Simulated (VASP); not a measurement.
# AlAs3 (I4/mmm) in VASP: notebook

AlAs3 is run at these levels: PBE; tasks: single point, relaxation of cell and atoms.

Everything below comes from runs of VASP 6.6.1. Logs are shortened: lines on timing, memory, paths and dates and some standing lists are left out, and cuts for length are marked.

## 1. The cell of the first run

The structure is tetragonal, space group I4/mmm (No. 139). Conventional cell: a = 4.296 Å, b = 4.296 Å, c = 8.220 Å, α = 90.00°, β = 90.00°, γ = 90.00°. Within 3.9 Å of Al (site symmetry 4/mmm) lie 12 As at 2.97 to 3.04 Å. As (site symmetry -4m2) has 4 Al at 2.97 Å and 8 As at 2.97 to 3.04 Å within 3.9 Å. As (site symmetry 4/mmm) has 8 As at 2.97 Å and 4 Al at 3.04 Å within 3.9 Å.

The cell was built from a structure type or drawn by symmetry, and may not be a known phase.

## 2. Single point, PBE

Contents of INCAR:

```
SYSTEM = AlAs3
ALGO     = Normal         ! electronic algorithm
EDIFF    = 1E-7           ! SCF threshold, eV
ENCUT    = 520            ! plane-wave cutoff, eV
GGA      = PE             ! functional
ISIF     = 2              ! what is computed and relaxed
ISMEAR   = 0              ! smearing method
LASPH    = .True.         ! aspherical terms in the spheres
LCHARG   = .True.         ! write CHGCAR
LELF     = .True.         ! ELF
LREAL    = .False.        ! projectors in reciprocal space
LVHAR    = .True.       
LWAVE    = .False.        ! write WAVECAR
NBANDS   = 17             ! bands
NELM     = 80             ! most SCF steps
PREC     = Accurate       ! precision mode
SIGMA    = 0.1            ! smearing width, eV
```

Contents of KPOINTS:

```
k-points
0
Gamma
  6 6 6
  0 0 0
```

Contents of POSCAR:

```
AlAs3
1.0
   -2.1479151289      2.1479151289      4.1098277770
    2.1479151289     -2.1479151289      4.1098277770
    2.1479151289      2.1479151289     -4.1098277770
Al As
1 3
Direct
    0.0000000000      0.0000000000      0.0000000000
    0.7500000000      0.2500000000      0.5000000000
    0.2500000000      0.7500000000      0.5000000000
    0.5000000000      0.5000000000      0.0000000000
```

Potentials or basis: VASP PAW PBE potentials, release 64 (Al, As).

Run with:

```console
> cat potpaw_PBE.64/Al/POTCAR potpaw_PBE.64/As/POTCAR > POTCAR
> mpirun -np 1 vasp_std > vasp.out
```

OUTCAR:

```text
SYSTEM = AlAs3
   EDIFF = 1E-7
   ENCUT = 520
   GGA = PE
   ISIF = 2
   ISMEAR = 0
   LASPH = .True.
   LREAL = .False.
   NELM = 80
   PREC = Accurate

 ion  position               nearest neighbor table
   1  0.000  0.000  0.000-   2 2.97   3 2.97   2 2.97   3 2.97   2 2.97   3 2.97   2 2.97   3 2.97
                             4 3.04   4 3.04   4 3.04   4 3.04
   2  0.750  0.250  0.500-   1 2.97   1 2.97   1 2.97   1 2.97
   3  0.250  0.750  0.500-   1 2.97   1 2.97   1 2.97   1 2.97
   4  0.500  0.500  0.000-   1 3.04   1 3.04   1 3.04   1 3.04

  LATTYP: Found a body centered tetragonal cell.
 ALAT       =     4.2958302578
 C/A-ratio  =     1.9134032447

  Lattice vectors:

 A1 = (  -2.1479151289,   2.1479151289,   4.1098277770)
 A2 = (   2.1479151289,  -2.1479151289,   4.1098277770)
 A3 = (   2.1479151289,   2.1479151289,  -4.1098277770)

Analysis of symmetry for initial positions (statically):
=====================================================================
 Subroutine PRICEL returns:
 Original cell was already a primitive cell.

 Routine SETGRP: Setting up the symmetry group for a
 body centered tetragonal supercell.

 Subroutine GETGRP returns: Found 16 space group operations
 (whereof 16 operations were pure point group operations)
 out of a pool of 16 trial point group operations.

The static configuration has the point symmetry D_4h.

Analysis of symmetry for dynamics (positions and initial velocities):
=====================================================================
 Subroutine PRICEL returns:
 Original cell was already a primitive cell.

 Routine SETGRP: Setting up the symmetry group for a
 body centered tetragonal supercell.

 Subroutine GETGRP returns: Found 16 space group operations
 (whereof 16 operations were pure point group operations)
 out of a pool of 16 trial point group operations.

The dynamic configuration has the point symmetry D_4h.

 Subroutine INISYM returns: Found 16 space group operations
 (whereof 16 operations are pure point group operations),
 and found     1 'primitive' translations

----------------------------------------------------------------------------------------

                                     Primitive cell

  volume of cell :      75.8434

  direct lattice vectors                    reciprocal lattice vectors
    -2.147915129  2.147915129  4.109827777     0.000000000  0.232783872  0.121659599
     2.147915129 -2.147915129  4.109827777     0.232783872  0.000000000  0.121659599
     2.147915129  2.147915129 -4.109827777     0.232783872  0.232783872  0.000000000

  length of vectors
     5.110554095  5.110554095  5.110554095     0.262658312  0.262658312  0.329206109

  position of ions in fractional coordinates (direct lattice)
     0.000000000  0.000000000  0.000000000
     0.750000000  0.250000000  0.500000000
     0.250000000  0.750000000  0.500000000
     0.500000000  0.500000000  0.000000000

  ion indices of the primitive-cell ions
   primitive index   ion index
                 1           1
                 2           2
                 3           3
                 4           4

----------------------------------------------------------------------------------------

 KPOINTS: k-points

Automatic generation of k-mesh.
 Grid dimensions read from file:
 generate k-points for:    6    6    6

 Generating k-lattice:

  Cartesian coordinates                     Fractional coordinates (reciprocal lattice)
     0.000000000  0.038797312  0.020276600     0.166666667  0.000000000 -0.000000000
     0.038797312  0.000000000  0.020276600     0.000000000  0.166666667 -0.000000000
     0.038797312  0.038797312  0.000000000     0.000000000  0.000000000  0.166666667

  Length of vectors
     0.043776385  0.043776385  0.054867685

  Shift w.r.t. Gamma in fractional coordinates (k-lattice)
     0.000000000  0.000000000  0.000000000

 Subroutine IBZKPT returns following result:
 ===========================================

 Found     30 irreducible k-points:

 Following reciprocal coordinates:
            Coordinates               Weight
  0.000000  0.000000  0.000000      1.000000
  0.166667 -0.000000  0.000000      8.000000
  0.333333  0.000000 -0.000000      8.000000
  0.500000 -0.000000  0.000000      4.000000
  0.166667  0.166667  0.000000      8.000000
  0.333333  0.166667  0.000000     16.000000
[... 16 lines left out ...]
 -0.333333 -0.333333  0.166667      8.000000
 -0.166667 -0.333333  0.166667      8.000000
 [... further k-points ...]
   k-points           NKPTS =     30   k-points in BZ     NKDIM =     30   number of bands    NBANDS=     17
   number of dos      NEDOS =    301   number of ions     NIONS =      4
   total plane-waves  NPLWV =  64000
   dimension x,y,z NGX =    40 NGY =   40 NGZ =   40
   dimension x,y,z NGXF=    80 NGYF=   80 NGZF=   80
   ions per type =               1   3
   NGX,Y,Z   is equivalent  to a cutoff of  13.01, 13.01, 13.01 a.u.
   NGXF,Y,Z  is equivalent  to a cutoff of  26.02, 26.02, 26.02 a.u.
 SYSTEM =  AlAs3
   PREC   = accura    normal or accurate (medium, high low for compatibility)
   ISTART =      0    job   : 0-new  1-cont  2-samecut
   ICHARG =      2    charge: 1-file 2-atom 10-const
   ISPIN  =      1    spin polarized calculation?
   LNONCOLLINEAR =      F non collinear calculations
   LSORBIT =      F    spin-orbit coupling
   LASPH  =      T    aspherical Exc in radial PAW
   ENCUT  =  520.0 eV  38.22 Ry    6.18 a.u.   9.50  9.50  9.50*2*pi/ulx,y,z
   NELM   =     80;   NELMIN=  2; NELMDL= -5     # of ELM steps
   EDIFF  = 0.1E-06   stopping-criterion for ELM
   LREAL  =      F    real-space projection
   EDIFFG = 0.1E-05   stopping-criterion for IOM
   NSW    =      0    number of steps for IOM
   IBRION =     -1    ionic relax: 0-MD 1-quasi-New 2-CG
   NFREE  =      0    steps in history (QN), initial steepest desc. (CG)
   ISIF   =      2    stress and relaxation
   ISYM   =      2    0-nonsym 1-usesym 2-fastsym
   POTIM  = 0.5000    time-step for ionic-motion
   TEBEG  =    0.0;   TEEND  =   0.0 temperature during run
   PSTRESS=    0.0 pullay stress
   NELECT =      18.0000    total number of electrons
   NUPDOWN=      -1.0000    fix difference up-down
   EMIN   =  10.00;   EMAX   =-10.00  energy-range for DOS
   EFERMI =   0.00;   METHOD = LEGACY
   ISMEAR =     0;   SIGMA  =   0.10  broadening in eV -4-tet -1-fermi 0-gaus
   EFERMI_NEDOS =   21; number of points for ismear=-14 and -15
   IALGO  =     38    algorithm
   IMIX   =      4    mixing-type and parameters
     AMIX     =   0.40;   BMIX     =  1.00
     AMIX_MAG =   1.60;   BMIX_MAG =  1.00
  volume/ion in A,a.u.               =      18.96       127.95
  Fermi-wavevector in a.u.,A,eV,Ry     =   1.013584  1.915396 13.977978  1.027352
  Thomas-Fermi vector in A             =   2.146761
   LORBIT       =      0    0 simple, 1 ext, 2 COOP (PROOUT), +10 PAW based schemes
   GGA     = PE    functional components
   LHFCALC =     F    Hartree Fock is set to
   AEXX    =    0.0000 exact exchange contribution
   IVDW    =     0    specifies the selected vdW correction
   LEPSILON=     F    determine dielectric tensor
   LRPA    =     F    only Hartree local field effects (RPA)
 non-spin polarized calculation
 Gauss-broadening in eV      SIGMA  =   0.10
  energy-cutoff  :      520.00
  volume of cell :       75.84
 maximum number of plane-waves:      2071
 NGX is ok and might be reduce to    40
   NGX = 19   NGY = 19   NGZ = 19

 number of electron      17.9999999 magnetization

 Free energy of the ion-electron system (eV)
  ---------------------------------------------------
  ext. energy  EPLUGINS =         0.00000000
  ---------------------------------------------------
  free energy    TOTEN  =       -16.32255994 eV

  energy without entropy =      -16.31338265  energy(sigma->0) =      -16.31797129

 E-fermi :   6.6229     XC(G=0): -10.5105

 val. band max:        6.6113995870   @ k =  -0.3333   0.5000   0.3333
 cond. band min:       6.6604673106   @ k =  -0.3333   0.3333   0.1667
 fundamental gap:      0.0490677236
 Fermi energy:         6.6229028851

 k-point     1 :       0.0000    0.0000    0.0000
  band No.  band energies     occupation
      1      -7.8753      2.00000
      2      -2.0367      2.00000
      3      -1.8474      2.00000
      4       1.7369      2.00000
      5       2.9580      2.00000
      6       2.9580      2.00000
[... 9 lines left out ...]
     16      13.8439      0.00000
     17      14.3397      0.00000

 k-point     2 :       0.1667   -0.0000    0.0000
  band No.  band energies     occupation
      1      -7.6225      2.00000
      2      -2.5842      2.00000
      3      -2.1823      2.00000
      4       1.7693      2.00000
      5       2.4859      2.00000
      6       2.8800      2.00000
[... 9 lines left out ...]
     16      13.0022      0.00000
     17      13.8274      0.00000

 k-point     3 :       0.3333    0.0000   -0.0000
  band No.  band energies     occupation
      1      -6.8889      2.00000
      2      -3.9911      2.00000
      3      -2.6027      2.00000
      4       0.9041      2.00000
      5       2.9957      2.00000
      6       3.0154      2.00000
[... 9 lines left out ...]
     16      13.1873      0.00000
     17      14.1139      0.00000

 k-point     4 :       0.5000   -0.0000    0.0000
  band No.  band energies     occupation
      1      -6.0420      2.00000
      2      -5.1543      2.00000
      3      -2.7624      2.00000
      4       0.5765      2.00000
      5       3.2972      2.00000
      6       3.3288      2.00000
[... 9 lines left out ...]
     16      12.1837      0.00000
     17      15.8986      0.00000
[... 343 lines left out ...]
      1      -6.3112      2.00000
      2      -4.6398      2.00000
      3      -3.3078      2.00000
      4       0.7664      2.00000
      5       2.3843      2.00000
      6       3.5070      2.00000
[... 9 lines left out ...]
     16      13.5591      0.00000
     17      14.3767      0.00000

 k-point    23 :      -0.3333   -0.3333    0.1667
  band No.  band energies     occupation
      1      -6.6600      2.00000
      2      -4.1511      2.00000
      3      -3.2069      2.00000
      4       0.1131      2.00000
      5       2.9189      2.00000
      6       3.4112      2.00000
[... 9 lines left out ...]
     16      12.6138      0.00000
     17      12.7508      0.00000

 k-point    24 :      -0.1667   -0.3333    0.1667
  band No.  band energies     occupation
      1      -7.2020      2.00000
      2      -3.5477      2.00000
      3      -2.7245      2.00000
      4       1.1476      2.00000
      5       2.0530      2.00000
      6       3.2218      2.00000
[... 9 lines left out ...]
     16      13.3082      0.00000
     17      13.6031      0.00000

 [... further k-points ...]
[... 5 lines left out ...]
  --------------------------------------------------------------------------------------
  -------------------------------------------------------------------------------------
  Total       -0.0936832     -0.0936832      0.0919216      0.0000000      0.0000000      0.0000000
  in kB       -1.9790401     -1.9790401      1.9418264      0.0000000      0.0000000      0.0000000
  external PRESSURE =      -0.6720846 kB  Pullay stress =       0.0000000 kB

 VOLUME and BASIS-vectors are now :
 -----------------------------------------------------------------------------
  energy-cutoff  :      520.00
  volume of cell :       75.84
      direct lattice vectors                 reciprocal lattice vectors
    -2.147915129  2.147915129  4.109827777     0.000000000  0.232783872  0.121659599
     2.147915129 -2.147915129  4.109827777     0.232783872  0.000000000  0.121659599
     2.147915129  2.147915129 -4.109827777     0.232783872  0.232783872  0.000000000

 POSITION                                       TOTAL-FORCE (eV/Angst)
 -----------------------------------------------------------------------------------
      0.00000      0.00000      0.00000        -0.000000      0.000000     -0.000000
     -0.00000      2.14792      2.05491         0.000000     -0.000000      0.000000
      2.14792     -0.00000      2.05491         0.000000     -0.000000      0.000000
      0.00000      0.00000      4.10983        -0.000000      0.000000     -0.000000
 -----------------------------------------------------------------------------------
    total drift:                                0.000000     -0.000000      0.000000

  FREE ENERGIE OF THE ION-ELECTRON SYSTEM (eV)
  ---------------------------------------------------
  free  energy   TOTEN  =       -16.3225599358 eV

  energy  without entropy=      -16.3133826487  energy(sigma->0) =      -16.31797129
```

Wall time 24 s (1 thread of Intel Xeon 6975P-C (Granite Rapids), shared host); peak memory 0.24 GiB.

Results:

* Free energy: -16.3226 eV
* Pressure: -0.1 GPa
* Band gap on the k mesh: zero (bands 9 and 10 overlap by 3.25 eV)

(Part 1 of 2 ends here.)
